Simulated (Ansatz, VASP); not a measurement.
One calculation of TaSi2, two programs

INCAR

```
PREC     = Accurate       # precision mode
ENCUT    = 520            # plane-wave cutoff, eV
EDIFF    = 1E-7           # SCF threshold, eV
ISMEAR   = 0              # smearing method
SIGMA    = 0.15           # smearing width, eV
LREAL    = Auto         
LASPH    = True           # aspherical terms in the spheres
NELM     = 60             # most SCF steps
ALGO     = Normal         # electronic algorithm
ISIF     = 2              # what is computed and relaxed
LWAVE    = False          # write WAVECAR
LCHARG   = True           # write CHGCAR
GGA      = PS             # functional
LELF     = True           # ELF
LVHAR    = True         
NBANDS   = 72             # bands
```

KPOINTS

```
Automatic mesh
0
Gamma
  9 9 3
```

POSCAR

```
TaSi2
1.0
   -4.7609902395      0.0000000000      0.0000000000
   -2.3804951198     -4.1231384946      0.0000000000
    0.0000000000      0.0000000000     14.6122860716
Ta Si
6 12
Direct
    0.5000000000      0.0000000000      0.2243366645
    0.5000000000      0.0000000000      0.6730099935
    0.0000000000      0.5000000000      0.0747788882
    0.0000000000      0.5000000000      0.5234522171
    0.5000000000      0.5000000000      0.8225677698
    0.5000000000      0.5000000000      0.3738944408
    0.1592827539      0.6814344921      0.2243366645
    0.1592827539      0.6814344921      0.6730099935
    0.3185655079      0.8407172461      0.0747788882
    0.3185655079      0.8407172461      0.5234522171
    0.1592827539      0.1592827539      0.8225677698
    0.1592827539      0.1592827539      0.3738944408
    0.8407172461      0.3185655079      0.2243366645
    0.8407172461      0.3185655079      0.6730099935
    0.6814344921      0.1592827539      0.0747788882
    0.6814344921      0.1592827539      0.5234522171
    0.8407172461      0.8407172461      0.8225677698
    0.8407172461      0.8407172461      0.3738944408
```

Input for Ansatz:

```yaml
crystal:
  lattice:
    - [-4.7609902395, 0.0, 0.0]
    - [-2.3804951198, -4.1231384946, 0.0]
    - [0.0, 0.0, 14.6122860716]
  atoms:
    - { symbol: Ta, position: [0.5, 0.0, 0.2243366645] }
    - { symbol: Ta, position: [0.5, 0.0, 0.6730099935] }
    - { symbol: Ta, position: [0.0, 0.5, 0.0747788882] }
    - { symbol: Ta, position: [0.0, 0.5, 0.5234522171] }
    - { symbol: Ta, position: [0.5, 0.5, 0.8225677698] }
    - { symbol: Ta, position: [0.5, 0.5, 0.3738944408] }
    - { symbol: Si, position: [0.1592827539, 0.6814344921, 0.2243366645] }
    - { symbol: Si, position: [0.1592827539, 0.6814344921, 0.6730099935] }
    - { symbol: Si, position: [0.3185655079, 0.8407172461, 0.0747788882] }
    - { symbol: Si, position: [0.3185655079, 0.8407172461, 0.5234522171] }
    - { symbol: Si, position: [0.1592827539, 0.1592827539, 0.8225677698] }
    - { symbol: Si, position: [0.1592827539, 0.1592827539, 0.3738944408] }
    - { symbol: Si, position: [0.8407172461, 0.3185655079, 0.2243366645] }
    - { symbol: Si, position: [0.8407172461, 0.3185655079, 0.6730099935] }
    - { symbol: Si, position: [0.6814344921, 0.1592827539, 0.0747788882] }
    - { symbol: Si, position: [0.6814344921, 0.1592827539, 0.5234522171] }
    - { symbol: Si, position: [0.8407172461, 0.8407172461, 0.8225677698] }
    - { symbol: Si, position: [0.8407172461, 0.8407172461, 0.3738944408] }
basis:
  ecutwfc: 420
kpoints:
  mp_grid: { grid: [9, 9, 3] }
hamiltonian:
  xc: pbesol
scf:
  occupations: { method: gaussian, width: 0.15 }
output:
  forces: true
  stress: true
  eigenvalues: true
```

Alike in both runs: task single point; functional PBEsol; k mesh 9 × 9 × 3; occupations gaussian, width 0.15 eV; no spin polarisation.

|  | VASP | Ansatz |
| --- | --- | --- |
| version | VASP 6.6.1 | Ansatz 0.2.0 |
| potentials or method | VASP PAW PBE potentials, release 64 (Ta_pv, Si), cutoff 520 eV | scalar-relativistic, plane waves, PAW |
| valence electrons in the cell | 114 | 126 |

```tsv
	VASP	Ansatz	Ansatz less VASP
gap on the k mesh at the Fermi level (eV)	none	none	-
pressure (GPa)	-4.0	-4.2	-0.25
traceless stress, the component that is largest in VASP (GPa)	-0.58	-0.60	-0.016
rms of the force components (eV/Å)	0.308	0.305	-0.0034
```

VASP's potentials were made for PBE, not for PBEsol. Atom by atom the forces differ by 0.005 eV/Å (rms over components). A gap of «none» marks a metal or a gap that the smearing closes. VASP's potentials hold 114 valence electrons a cell and Ansatz's 126, so a difference there can come from the potentials and not from the codes.

Spin-orbit coupling is off throughout.
